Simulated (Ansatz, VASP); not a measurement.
# SrC8 in VASP and in Ansatz

```
Sr C
1.0
     0.00011   -0.00131    4.83721
     4.98530    0.00012    0.00012
    -2.49255    4.31714   -0.00126
Sr C
1 8
Direct
  0.50003 0.00006 0.00003
  0.99998 0.33333 0.66666
  0.00002 0.33455 0.16727
  0.99997 0.83271 0.66543
  0.00003 0.83271 0.16728
  0.99998 0.16727 0.83271
  0.00004 0.16728 0.33456
  0.99999 0.66543 0.83272
  0.99997 0.66666 0.33333
```

Change from the starting cell: cell x1, atoms moved at random (sigma 0.1 Å) and cell strained at random (1.5 %), then relaxed without symmetry.

Alike in both runs: functional PBE; dispersion D3(BJ); k mesh 4 × 6 × 6; occupations gaussian, width 0.2 eV; no spin polarisation.

Ansatz relaxed the structure, and its values are those at the end. VASP's run is a single point on that final structure, the one shown.

```csv
,VASP,Ansatz
version,VASP 6.6.1,Ansatz 0.2.0
potentials or method,"VASP PAW PBE potentials, release 64 (Sr_sv, C), cutoff 520 eV","scalar-relativistic, plane waves, PAW"
valence electrons in the cell,42,42
```

|  | VASP | Ansatz | Ansatz less VASP |
| --- | --- | --- | --- |
| gap on the k mesh at the Fermi level (eV) | none | none | - |
| pressure (GPa) | 0.3 | 0.0 | -0.34 |
| rms of the force components (eV/Å) | 0.004 | 0.001 | -0.0033 |

A gap of «none» marks a metal or a gap that the smearing closes.
